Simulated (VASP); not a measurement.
# Ag (P6/mmm) in VASP: a series of runs, part 2 of 2

VASP 6.6.1. Earlier steps stand in the parts before.

### Step 3. Relaxation of cell and atoms, PBE, target pressure 220 GPa, at which the enthalpy is minimised

This run uses another cell than the first one, of 10.55 Å³/atom.

Contents of INCAR:

```
SYSTEM = Ag
PREC = Accurate
ENCUT = 600
EDIFF = 1E-7
ISMEAR = -1
SIGMA = 0.1
LREAL = .False.
LASPH = .True.
NELM = 100
ALGO = Normal
ISIF = 3
LWAVE = .False.
LCHARG = .False.
GGA = PE
IBRION = 2
NSW = 32
EDIFFG = -0.005
PSTRESS = 2200.0
```

Contents of KPOINTS:

```
regular mesh
0
Gamma
  9 9 13
  0 0 0
```

Contents of POSCAR:

```
Ag
1.0
    3.9379901013      0.0000000000      0.0000000000
   -1.9689950506      3.4103994676      0.0000000000
    0.0000000000      0.0000000000      2.3557935318
Ag
3
Direct
    0.0000000000      0.0000000000      0.0000000000
    0.3333333333      0.6666666667      0.5000000000
    0.6666666667      0.3333333333      0.5000000000
```

Potentials or basis: VASP PAW PBE potentials, release 64 (Ag).

Launch:

```
$ cat potpaw_PBE.64/Ag/POTCAR > POTCAR
$ mpirun -np 1 vasp_std > vasp.out
```

OUTCAR:

```text
SYSTEM = Ag
   PREC = Accurate
   ENCUT = 600
   EDIFF = 1E-7
   ISMEAR = -1
   LREAL = .False.
   LASPH = .True.
   NELM = 100
   ISIF = 3
   GGA = PE
   IBRION = 2
   NSW = 32
   EDIFFG = -0.005
   PSTRESS = 2200.0

 ion  position               nearest neighbor table
   1  0.000  0.000  0.000-   2 2.56   3 2.56   2 2.56   3 2.56   2 2.56   2 2.56   3 2.56   3 2.56
                             3 2.56   3 2.56   2 2.56   2 2.56
   2  0.333  0.667  0.500-   3 2.27   3 2.27   3 2.27   1 2.56   1 2.56   1 2.56   1 2.56   1 2.56
                             1 2.56   3 3.27   3 3.27   3 3.27   3 3.27   3 3.27   3 3.27
   3  0.667  0.333  0.500-   2 2.27   2 2.27   2 2.27   1 2.56   1 2.56   1 2.56   1 2.56   1 2.56
                             1 2.56   2 3.27   2 3.27   2 3.27   2 3.27   2 3.27   2 3.27

  LATTYP: Found a hexagonal cell.
 ALAT       =     3.9379901013
 C/A-ratio  =     0.5982223091

  Lattice vectors:

 A1 = (   3.9379901013,   0.0000000000,   0.0000000000)
 A2 = (  -1.9689950506,   3.4103994676,   0.0000000000)
 A3 = (   0.0000000000,   0.0000000000,   2.3557935318)

Analysis of symmetry for initial positions (statically):
=====================================================================
 Subroutine PRICEL returns:
 Original cell was already a primitive cell.

 Routine SETGRP: Setting up the symmetry group for a
 hexagonal supercell.

 Subroutine GETGRP returns: Found 24 space group operations
 (whereof 24 operations were pure point group operations)
 out of a pool of 24 trial point group operations.

The static configuration has the point symmetry D_6h.

Analysis of symmetry for dynamics (positions and initial velocities):
=====================================================================
 Subroutine PRICEL returns:
 Original cell was already a primitive cell.

 Routine SETGRP: Setting up the symmetry group for a
 hexagonal supercell.

 Subroutine GETGRP returns: Found 24 space group operations
 (whereof 24 operations were pure point group operations)
 out of a pool of 24 trial point group operations.

The dynamic configuration has the point symmetry D_6h.

 Subroutine INISYM returns: Found 24 space group operations
 (whereof 24 operations are pure point group operations),
 and found     1 'primitive' translations

----------------------------------------------------------------------------------------

                                     Primitive cell

  volume of cell :      31.6386

  direct lattice vectors                    reciprocal lattice vectors
     3.937990101  0.000000000  0.000000000     0.253936646  0.146610391  0.000000000
    -1.968995051  3.410399468  0.000000000     0.000000000  0.293220782  0.000000000
     0.000000000  0.000000000  2.355793532     0.000000000  0.000000000  0.424485417

  length of vectors
     3.937990101  3.937990101  2.355793532     0.293220782  0.293220782  0.424485417

  position of ions in fractional coordinates (direct lattice)
     0.000000000  0.000000000  0.000000000
     0.333333333  0.666666667  0.500000000
     0.666666667  0.333333333  0.500000000

  ion indices of the primitive-cell ions
   primitive index   ion index
                 1           1
                 2           2
                 3           3

[... 32 lines left out ...]
  0.444444  0.000000  0.000000      6.000000
  0.111111  0.111111  0.000000      6.000000
[... 16 lines left out ...]
  0.333333  0.222222  0.076923     24.000000
  0.333333  0.333333  0.076923      4.000000
 [... further k-points ...]
   k-points           NKPTS =     84   k-points in BZ     NKDIM =     84   number of bands    NBANDS=     20
   number of dos      NEDOS =    301   number of ions     NIONS =      3
   total plane-waves  NPLWV =  20480
   dimension x,y,z NGX =    32 NGY =   32 NGZ =   20
   dimension x,y,z NGXF=    64 NGYF=   64 NGZF=   40
   ions per type =               3
   NGX,Y,Z   is equivalent  to a cutoff of  13.51, 13.51, 14.11 a.u.
   NGXF,Y,Z  is equivalent  to a cutoff of  27.02, 27.02, 28.23 a.u.
 SYSTEM =  Ag
   PREC   = accura    normal or accurate (medium, high low for compatibility)
   ISTART =      0    job   : 0-new  1-cont  2-samecut
   ICHARG =      2    charge: 1-file 2-atom 10-const
   ISPIN  =      1    spin polarized calculation?
   LNONCOLLINEAR =      F non collinear calculations
   LSORBIT =      F    spin-orbit coupling
   LASPH  =      T    aspherical Exc in radial PAW
   ENCUT  =  600.0 eV  44.10 Ry    6.64 a.u.   7.87  7.87  4.71*2*pi/ulx,y,z
   NELM   =    100;   NELMIN=  2; NELMDL= -5     # of ELM steps
   EDIFF  = 0.1E-06   stopping-criterion for ELM
   LREAL  =      F    real-space projection
   EDIFFG = -.5E-02   stopping-criterion for IOM
   NSW    =     32    number of steps for IOM
   IBRION =      2    ionic relax: 0-MD 1-quasi-New 2-CG
   NFREE  =      1    steps in history (QN), initial steepest desc. (CG)
   ISIF   =      3    stress and relaxation
   ISYM   =      2    0-nonsym 1-usesym 2-fastsym
   POTIM  = 0.5000    time-step for ionic-motion
   TEBEG  =    0.0;   TEEND  =   0.0 temperature during run
   PSTRESS= 2200.0 pullay stress
   NELECT =      33.0000    total number of electrons
   NUPDOWN=      -1.0000    fix difference up-down
   EMIN   =  10.00;   EMAX   =-10.00  energy-range for DOS
   EFERMI =   0.00;   METHOD = LEGACY
   ISMEAR =    -1;   SIGMA  =   0.10  broadening in eV -4-tet -1-fermi 0-gaus
   EFERMI_NEDOS =   21; number of points for ismear=-14 and -15
   IALGO  =     38    algorithm
   IMIX   =      4    mixing-type and parameters
     AMIX     =   0.40;   BMIX     =  1.00
     AMIX_MAG =   1.60;   BMIX_MAG =  1.00
  volume/ion in A,a.u.               =      10.55        71.17
  Fermi-wavevector in a.u.,A,eV,Ry     =   1.660251  3.137420 37.503558  2.756434
  Thomas-Fermi vector in A             =   2.747520
   LORBIT       =      0    0 simple, 1 ext, 2 COOP (PROOUT), +10 PAW based schemes
   GGA     = PE    functional components
   LHFCALC =     F    Hartree Fock is set to
   AEXX    =    0.0000 exact exchange contribution
   IVDW    =     0    specifies the selected vdW correction
   LEPSILON=     F    determine dielectric tensor
   LRPA    =     F    only Hartree local field effects (RPA)
 conjugate gradient relaxation of ions
 non-spin polarized calculation
  energy-cutoff  :      600.00
  volume of cell :       31.64
 maximum number of plane-waves:      1074
 NGX is ok and might be reduce to    32
   NGX = 15   NGY = 15   NGZ =  9

--------------------------------------- Ionic step        1  -------------------------------------------

 number of electron      33.0000004 magnetization

 Free energy of the ion-electron system (eV)
  ---------------------------------------------------
  ext. energy  EPLUGINS =         0.00000000
  ---------------------------------------------------
  free energy    TOTEN  =         0.80963554 eV

  energy without entropy =        0.82813912  energy(sigma->0) =        0.81888733

------------------------ aborting loop because EDIFF is reached ----------------------------------------

  FORCE on cell =-STRESS in cart. coord.  units (eV):
  Direction    XX          YY          ZZ          XY          YZ          ZX
  --------------------------------------------------------------------------------------
  -------------------------------------------------------------------------------------
  Total       43.1482883     43.1482883     43.1999140      0.0000000      0.0000000      0.0000000
  in kB     2185.0282549   2185.0282549   2187.6425812      0.0000000      0.0000000      0.0000000
  external PRESSURE =     -14.1003030 kB  Pullay stress =    2200.0000000 kB
[... 182 lines left out ...]
--------------------------------------- Ionic step        6  -------------------------------------------

 number of electron      33.0000004 magnetization

 Free energy of the ion-electron system (eV)
  ---------------------------------------------------
  ext. energy  EPLUGINS =         0.00000000
  ---------------------------------------------------
  free energy    TOTEN  =         0.87014615 eV

  energy without entropy =        0.88860658  energy(sigma->0) =        0.87937636

 E-fermi :  17.7326     XC(G=0): -15.3221

 val. band max:       17.6644752525   @ k =   0.4444   0.0000   0.4615
 cond. band min:      17.8183560870   @ k =   0.3333   0.3333   0.3077
 fundamental gap:      0.1538808344
 Fermi energy:        17.7326184627

 k-point     1 :       0.0000    0.0000    0.0000
  band No.  band energies     occupation
      1       5.2739      2.00000
      2       6.5485      2.00000
      3       9.0432      2.00000
      4       9.3470      2.00000
      5       9.4085      2.00000
      6       9.4085      2.00000
[... 541 lines left out ...]
     19      29.4747      0.00000
     20      30.4939      0.00000

 [... further k-points ...]

------------------------ aborting loop because EDIFF is reached ----------------------------------------

  FORCE on cell =-STRESS in cart. coord.  units (eV):
  Direction    XX          YY          ZZ          XY          YZ          ZX
  --------------------------------------------------------------------------------------
  -------------------------------------------------------------------------------------
  Total       43.3806374     43.3806374     43.3789608      0.0000000      0.0000000      0.0000000
  in kB     2199.8691972   2199.8691972   2199.7841762      0.0000001      0.0000000      0.0000000
  external PRESSURE =      -0.1591431 kB  Pullay stress =    2200.0000000 kB
[... 22 lines left out ...]
  energy  without entropy=        0.8886065799  energy(sigma->0) =        0.87937636

  enthalpy is  TOTEN    =        44.2533629287 eV   P V=       43.3832167825

 reached required accuracy - stopping structural energy minimisation
```

Run time: 60 s. Hardware: 1 thread of Intel Xeon 6975P-C (Granite Rapids), shared host; peak memory 0.19 GiB.

Results:

```
Free energy                                                : 0.8701 eV
Relaxed volume                                             : 10.53 Å³/atom
Relaxed cell                                               : a = 3.936 Å, b = 3.936 Å, c = 2.355 Å, α = 90.00°, β = 90.00°, γ = 120.00°
Space group after relaxing (to 0.1 Å)                      : P6/mmm (No. 191)
Energy change on relaxing (the run minimises the enthalpy) : +20.2 meV/atom
Ionic steps                                                : 6
Pressure after relaxing                                    : 220.0 GPa
Band gap on the k mesh                                     : zero (an odd number of electrons rules out a gap without spin polarisation)
```

The path:
```tsv
step	energy change (eV)	largest force (eV/Å)	pressure (GPa)	volume (Å³)
1	0.0000	0.0000	218.59	31.64
2	0.5951	0.0000	232.30	31.22
3	0.0620	0.0000	220.01	31.59
4	0.0608	0.0000	219.99	31.59
5	0.0600	0.0000	219.97	31.59
6	0.0605	0.0000	219.98	31.59
```

Final structure:
```
Ag
1.0
     3.93583    0.00000    0.00000
    -1.96792    3.40853    0.00000
     0.00000    0.00000    2.35508
Ag
3
Direct
  0.00000 0.00000 0.00000
  0.33333 0.66667 0.50000
  0.66667 0.33333 0.50000
```

Levels at points of the mesh, in eV from the Fermi level:
| k point | band 13 | band 14 | band 15 | band 16 | band 17 | band 18 | band 19 | band 20 |
| --- | --- | --- | --- | --- | --- | --- | --- | --- |
| (0.00, 0.00, 0.00) | -5.96 | -5.96 | -3.38 | -3.38 | 6.44 | 6.44 | 6.52 | 6.52 |

Caveat: the cell is relaxed towards a set pressure, so the run minimises the enthalpy, not the energy.

The gap in the log of VASP goes by the Fermi energy; the results here count the filled bands.